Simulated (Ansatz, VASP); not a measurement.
This is a calculation of WS2 for Ansatz 0.2.0.

File input.yaml:

```yaml
crystal:
  lattice:
    - [3.1104952952, 0.0, 0.0]
    - [0.0, 3.1104952952, 0.0]
    - [0.0, 0.0, 6.4481794246]
  atoms:
    - { symbol: W, position: [0.0, 0.0, 0.0] }
    - { symbol: S, position: [0.5, 0.5, 0.28432271] }
    - { symbol: S, position: [0.5, 0.5, 0.71567729] }
kpoints:
  mp_grid: { grid: [9, 9, 4] }
scf:
  occupations: { method: fermi_dirac, width: 0.05 }
hamiltonian:
  xc: pbe
  pseudopotentials: { kind: all_electron, lapw: { basis_error: 0.001 } }
output:
  forces: true
  stress: true
  eigenvalues: true
```

Potentials or basis: all-electron LAPW, scalar-relativistic.

Launch:

```sh
$ ansatz run input.yaml --threads 2 --pin off --max-ram 6144MiB --backend cpu --events-out ev --progress --plain --runs-dir out
```

Problem. Set up the same calculation for VASP 6.6.1. Potentials there: VASP PAW PBE potentials, release 64 (W_sv, S).

Solution. As run (the cutoff follows the program's own potentials):

File INCAR:

```
SYSTEM = WS2
ALGO     = Normal         ! electronic algorithm
EDIFF    = 1E-7           ! SCF threshold, eV
ENCUT    = 520            ! plane-wave cutoff, eV
GGA      = PE             ! functional
ISIF     = 2              ! what is computed and relaxed
ISMEAR   = -1             ! smearing method
LASPH    = .TRUE.         ! aspherical terms in the spheres
LCHARG   = .TRUE.         ! write CHGCAR
LELF     = .TRUE.         ! ELF
LREAL    = .FALSE.        ! projectors in reciprocal space
LVHAR    = .TRUE.       
LWAVE    = .FALSE.        ! write WAVECAR
NBANDS   = 20             ! bands
NELM     = 60             ! most SCF steps
PREC     = Accurate       ! precision mode
SIGMA    = 0.05           ! smearing width, eV
```

KPOINTS

```
k-points
0
G
  9 9 4
  0 0 0
```

File POSCAR:

```
WS2
1.0
    3.1104952952      0.0000000000      0.0000000000
    0.0000000000      3.1104952952      0.0000000000
    0.0000000000      0.0000000000      6.4481794246
W S
1 2
Direct
    0.0000000000      0.0000000000      0.0000000000
    0.5000000000      0.5000000000      0.2843227100
    0.5000000000      0.5000000000      0.7156772900
```

Potentials or basis: VASP PAW PBE potentials, release 64 (W_sv, S).

Run with:

```bash
$ cat potpaw_PBE.64/W_sv/POTCAR potpaw_PBE.64/S/POTCAR > POTCAR
$ mpirun -np 1 vasp_std > vasp.out
```

Both were run:

|  | VASP | Ansatz | Ansatz less VASP |
| --- | --- | --- | --- |
| gap on the k mesh at the Fermi level (eV) | none | none | - |
| pressure (GPa) | -21.7 | -21.6 | +0.09 |
| traceless stress, the component that is largest in VASP (GPa) | -8.22 | -8.25 | -0.032 |
| rms of the force components (eV/Å) | 2.016 | 2.013 | -0.0025 |

Atom by atom the forces differ by 0.002 eV/Å (rms over components). A gap of «none» marks a metal or a gap that the smearing closes. Ansatz ran all-electron here, and VASP with PAW potentials.

Spin-orbit coupling is off throughout.
